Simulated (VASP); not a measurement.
O, 2 atoms in the cell. The structure is monoclinic, space group C2/m (No. 12). Conventional cell: a = 4.931 Å, b = 2.847 Å, c = 3.784 Å, α = 90.00°, β = 115.74°, γ = 90.00°. Within 1.5 Å of O (site symmetry m) lie 1 O at 1.13 Å. 

| Quantity | Value |
| --- | --- |
| Program | VASP 6.6.1 |
| Task | single point |
| Functional | PBEsol |
| Potentials or basis | VASP PAW PBE potentials, release 64 (O_h) |
| Cutoff | 1340 eV |
| k mesh | 5 × 5 × 5 |
| Occupations | fermi-dirac, width 0.1 eV |
| Spin | no spin polarisation |
| Dipole correction | no |
| Further INCAR settings | ALGO = Normal; EDIFF = 1e-06; NBANDS = 13 |

Potentials or basis: VASP PAW PBE potentials, release 64 (O_h).

Launch:

```bash
$ cat potpaw_PBE.64/O_h/POTCAR > POTCAR
$ mpirun -np 1 vasp_std > vasp.out
```

Hardware: 1 thread of Intel(R) Xeon(R) Platinum 8259CL CPU @ 2.50GHz (Skylake/Cascade Lake), on a shared host.

How long does it take, and how much memory?

It took 50 s on 1 thread of Intel(R) Xeon(R) Platinum 8259CL CPU @ 2.50GHz (Skylake/Cascade Lake) (shared host), peak memory 0.3 GiB. Counts: scf iterations 12, k points 39.
